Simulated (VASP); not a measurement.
# PbSe (P6_3mc) in VASP: further runs

Aim: see how the results for PbSe move with the level of theory and the settings. Levels: PBE, r2SCAN. Tasks: single point.

Program: VASP 6.6.1. These are calculated values, not measurements. Logs are shortened: lines on timing, memory, paths and dates and some standing lists are left out, and cuts for length are marked.

**1. The cell of the first run**

It takes space group P6_3mc (No. 186, hexagonal). Conventional cell: a = 5.208 Å, b = 5.208 Å, c = 6.264 Å, α = 90.00°, β = 90.00°, γ = 120.00°. Pb (site symmetry 3m) has 5 Se at 3.01 to 3.16 Å within 4.0 Å. Se (site symmetry 3m) has 5 Pb at 3.01 to 3.16 Å within 4.0 Å.

**2. Single point, PBE**

File INCAR:

```
  PREC = Accurate
  ENCUT = 520
  EDIFF = 1E-7
  ISMEAR = -1
  SIGMA = 0.02
  LREAL = False
  LASPH = True
  NELM = 60
  ALGO = Normal
  ISIF = 2
  LWAVE = False
  LCHARG = False
  GGA = PE
  NBANDS = 28
```

File KPOINTS:

```
regular mesh
0
Gamma
  6 6 4
```

File POSCAR:

```
PbSe
1.0
    5.2076034690      0.0000000000      0.0000000000
   -2.6038017346      4.5099168970      0.0000000000
    0.0000000000      0.0000000000      6.2635707288
Pb Se
2 2
Direct
    0.3333333333      0.6666666667     -0.0648560059
    0.6666666667      0.3333333333      0.4351439941
    0.3333333333      0.6666666667      0.4398560059
    0.6666666667      0.3333333333      0.9398560059
```

Potentials or basis: VASP PAW PBE potentials, release 64 (Pb_d, Se).

The run is started by

```
$ cat potpaw_PBE.64/Pb_d/POTCAR potpaw_PBE.64/Se/POTCAR > POTCAR
$ mpirun -np 1 vasp_std > vasp.out
```

OUTCAR:

```text
PREC = Accurate
   ENCUT = 520
   EDIFF = 1E-7
   ISMEAR = -1
   LREAL = False
   LASPH = True
   NELM = 60
   ISIF = 2
   GGA = PE

 ion  position               nearest neighbor table
   1  0.333  0.667  0.935-   4 3.01   4 3.01   4 3.01   3 3.10   3 3.16
   2  0.667  0.333  0.435-   3 3.01   3 3.01   3 3.01   4 3.10   4 3.16
   3  0.333  0.667  0.440-   2 3.01   2 3.01   2 3.01   1 3.10   1 3.16
   4  0.667  0.333  0.940-   1 3.01   1 3.01   1 3.01   2 3.10   2 3.16

  LATTYP: Found a hexagonal cell.
 ALAT       =     5.2076034690
 C/A-ratio  =     1.2027741294

  Lattice vectors:

 A1 = (   5.2076034690,   0.0000000000,   0.0000000000)
 A2 = (  -2.6038017346,   4.5099168970,   0.0000000000)
 A3 = (   0.0000000000,   0.0000000000,   6.2635707288)

Analysis of symmetry for initial positions (statically):
=====================================================================
 Subroutine PRICEL returns:
 Original cell was already a primitive cell.

 Routine SETGRP: Setting up the symmetry group for a
 hexagonal supercell.

 Subroutine GETGRP returns: Found 12 space group operations
 (whereof  6 operations were pure point group operations)
 out of a pool of 24 trial point group operations.

The static configuration has the point symmetry C_3v.
 The point group associated with its full space group is C_6v.

Analysis of symmetry for dynamics (positions and initial velocities):
=====================================================================
 Subroutine PRICEL returns:
 Original cell was already a primitive cell.

 Routine SETGRP: Setting up the symmetry group for a
 hexagonal supercell.

 Subroutine GETGRP returns: Found 12 space group operations
 (whereof  6 operations were pure point group operations)
 out of a pool of 24 trial point group operations.

The dynamic configuration has the point symmetry C_3v.
 The point group associated with its full space group is C_6v.

 Subroutine INISYM returns: Found 12 space group operations
 (whereof  6 operations are pure point group operations),
 and found     1 'primitive' translations

----------------------------------------------------------------------------------------

                                     Primitive cell

  volume of cell :     147.1053

  direct lattice vectors                    reciprocal lattice vectors
     5.207603469  0.000000000  0.000000000     0.192026909  0.110866788  0.000000000
[... 85 lines left out ...]
   NELM   =     60;   NELMIN=  2; NELMDL= -5     # of ELM steps
   EDIFF  = 0.1E-06   stopping-criterion for ELM
   LREAL  =      F    real-space projection
   EDIFFG = 0.1E-05   stopping-criterion for IOM
   NSW    =      0    number of steps for IOM
   IBRION =     -1    ionic relax: 0-MD 1-quasi-New 2-CG
   NFREE  =      0    steps in history (QN), initial steepest desc. (CG)
   ISIF   =      2    stress and relaxation
   ISYM   =      2    0-nonsym 1-usesym 2-fastsym
   POTIM  = 0.5000    time-step for ionic-motion
   TEBEG  =    0.0;   TEEND  =   0.0 temperature during run
   PSTRESS=    0.0 pullay stress
   NELECT =      40.0000    total number of electrons
   NUPDOWN=      -1.0000    fix difference up-down
   EMIN   =  10.00;   EMAX   =-10.00  energy-range for DOS
   EFERMI =   0.00;   METHOD = LEGACY
   ISMEAR =    -1;   SIGMA  =   0.02  broadening in eV -4-tet -1-fermi 0-gaus
   EFERMI_NEDOS =   21; number of points for ismear=-14 and -15
   IALGO  =     38    algorithm
   IMIX   =      4    mixing-type and parameters
     AMIX     =   0.40;   BMIX     =  1.00
     AMIX_MAG =   1.60;   BMIX_MAG =  1.00
  volume/ion in A,a.u.               =      36.78       248.18
  Fermi-wavevector in a.u.,A,eV,Ry     =   1.060601  2.004245 15.304845  1.124874
  Thomas-Fermi vector in A             =   2.195988
   LORBIT       =      0    0 simple, 1 ext, 2 COOP (PROOUT), +10 PAW based schemes
   GGA     = PE    functional components
   LHFCALC =     F    Hartree Fock is set to
   AEXX    =    0.0000 exact exchange contribution
   IVDW    =     0    specifies the selected vdW correction
   LEPSILON=     F    determine dielectric tensor
   LRPA    =     F    only Hartree local field effects (RPA)
 non-spin polarized calculation
  energy-cutoff  :      520.00
  volume of cell :      147.11
 maximum number of plane-waves:      3995
 NGX is ok and might be reduce to    40
   NGX = 19   NGY = 19   NGZ = 23

 number of electron      40.0000000 magnetization

 Free energy of the ion-electron system (eV)
  ---------------------------------------------------
  ext. energy  EPLUGINS =         0.00000000
  ---------------------------------------------------
  free energy    TOTEN  =       -16.08147428 eV

  energy without entropy =      -16.08147428  energy(sigma->0) =      -16.08147428

 E-fermi :   3.3072     XC(G=0):  -8.1285

 val. band max:        2.8727745060   @ k =   0.3333   0.3333   0.5000
 cond. band min:       4.0608957788   @ k =   0.3333   0.3333   0.5000
 fundamental gap:      1.1881212728
 Fermi energy:         3.3072056222

 k-point     1 :       0.0000    0.0000    0.0000
  band No.  band energies     occupation
      1     -13.9336      2.00000
      2     -13.8643      2.00000
      3     -13.8643      2.00000
      4     -13.8638      2.00000
      5     -13.8638      2.00000
      6     -13.8613      2.00000
[... 640 lines left out ...]
     27       9.2668      0.00000
     28       9.2668      0.00000

------------------------ aborting loop because EDIFF is reached ----------------------------------------

  FORCE on cell =-STRESS in cart. coord.  units (eV):
  Direction    XX          YY          ZZ          XY          YZ          ZX
  --------------------------------------------------------------------------------------
  -------------------------------------------------------------------------------------
  Total        0.0024393      0.0024393     -0.0175559     -0.0000000      0.0000000     -0.0000000
  in kB        0.0265673      0.0265673     -0.1912078     -0.0000000      0.0000000     -0.0000000
  external PRESSURE =      -0.0460244 kB  Pullay stress =       0.0000000 kB

 VOLUME and BASIS-vectors are now :
 -----------------------------------------------------------------------------
  energy-cutoff  :      520.00
  volume of cell :      147.11
      direct lattice vectors                 reciprocal lattice vectors
     5.207603469  0.000000000  0.000000000     0.192026909  0.110866788  0.000000000
    -2.603801735  4.509916897  0.000000000     0.000000000  0.221733576  0.000000000
     0.000000000  0.000000000  6.263570729     0.000000000  0.000000000  0.159653342

 POSITION                                       TOTAL-FORCE (eV/Angst)
 -----------------------------------------------------------------------------------
     -0.00000      3.00661      5.85734         0.000000      0.000000      0.001587
      2.60380      1.50331      2.72556         0.000000      0.000000      0.001587
     -0.00000      3.00661      2.75507         0.000000     -0.000000     -0.001587
      2.60380      1.50331      5.88685        -0.000000      0.000000     -0.001587
 -----------------------------------------------------------------------------------
    total drift:                               -0.000000      0.000000     -0.000751

  FREE ENERGIE OF THE ION-ELECTRON SYSTEM (eV)
  ---------------------------------------------------
  free  energy   TOTEN  =       -16.0814742782 eV

  energy  without entropy=      -16.0814742782  energy(sigma->0) =      -16.08147428
```

stdout:

```text
POSCAR found type information on POSCAR PbSe
 POSCAR found :  2 types and       4 ions
 scaLAPACK will be used
 LDA part: xc-table for (Slater+PW92), standard interpolation
 POSCAR, INCAR and KPOINTS ok, starting setup
 FFT: planning ... GRIDC
 FFT: planning ... GRID_SOFT
 FFT: planning ... GRID
 WAVECAR not read
 entering main loop
```

Wall time 52 s (1 thread of AMD EPYC 9R45 (Zen 5), shared host); peak memory 0.26 GiB.

Results:

* Free energy: -16.0815 eV
* Pressure: 0.0 GPa
* Band gap on the k mesh: 1.19 eV, direct

Caveat: spin-orbit coupling is left out, which moves the levels of the heavy elements. A k mesh can miss the band edges.

**3. Single point, r2SCAN**

This run uses another cell than the first one, of 36.02 Å³/atom, 0.980 times its volume.

File POSCAR:

```
PbSe
1.0
    5.1741442875      0.0000000001      0.0000000000
   -2.5870721438      4.4809403958      0.0000000000
    0.0000000000      0.0000000000      6.2147753187
Pb Se
2 2
Direct
    0.3333333333      0.6666666667     -0.0648967816
    0.6666666667      0.3333333333      0.4351032184
    0.3333333333      0.6666666667      0.4398967816
    0.6666666667      0.3333333333      0.9398967816
```

File INCAR.step1:

```
SYSTEM = PbSe
PREC = Accurate ; ENCUT = 520
ISMEAR = -1 ; SIGMA = 0.02
LREAL = .False. ; LASPH = .True.
NELM = 100 ; NBANDS = 28
GGA = PE ; ALGO = Normal
EDIFF = 1E-4 ; LWAVE = .True.
LCHARG = .False.
```

File INCAR.step2:

```
SYSTEM = PbSe
PREC = Accurate ; ENCUT = 520
EDIFF = 1E-6 ; ISMEAR = -1
SIGMA = 0.02 ; LREAL = .False.
LASPH = .True. ; NELM = 100
ALGO = Normal ; ISIF = 2
LWAVE = .False. ; LCHARG = .True.
METAGGA = R2SCAN ; LMIXTAU = .True.
LELF = .True. ; LVHAR = .True.
NBANDS = 28 ; ISTART = 1
```

File KPOINTS:

```
Automatic mesh
0
Gamma
  6 6 4
  0 0 0
```

Potentials or basis: VASP PAW PBE potentials, release 64 (Pb_d, Se).

The run is started by

```
$ cat potpaw_PBE.64/Pb_d/POTCAR potpaw_PBE.64/Se/POTCAR > POTCAR
$ cp INCAR.step1 INCAR
$ mpirun -np 1 vasp_std > vasp.out
$ cp INCAR.step2 INCAR
$ mpirun -np 1 vasp_std > vasp.out
```

It took 3.7 min on 1 thread of AMD EPYC 9R45 (Zen 5), shared host; peak memory 0.3 GiB.

Results (log left out):

```yaml
Free_energy: -143.4018 eV
Pressure: 0.0 GPa
Band_gap_on_the_k_mesh: 1.48 eV, direct
```

Levels at points of the mesh, in eV from the valence-band top:
```
           k point  band 16  band 17  band 18  band 19  band 20  band 21  band 22  band 23  band 24  band 25
(0.00, 0.00, 0.00)    -3.02    -3.02    -1.82    -1.82    -1.80     1.96     1.96     3.46     3.46     4.71
(0.50, 0.00, 0.00)    -3.67    -2.82    -2.22    -2.12    -0.66     2.93     3.44     4.35     4.42     5.43
(0.00, 0.00, 0.50)    -2.43    -2.43    -2.43    -1.33    -1.33     2.36     2.36     2.36     2.36     2.66
(0.50, 0.00, 0.50)    -3.01    -1.80    -1.80    -0.68    -0.68     1.68     1.68     3.18     3.18     4.54
```

Caveat: the PAW data sets were made with another functional, which shifts forces and pressure a little; spin-orbit coupling is left out, which moves the levels of the heavy elements.
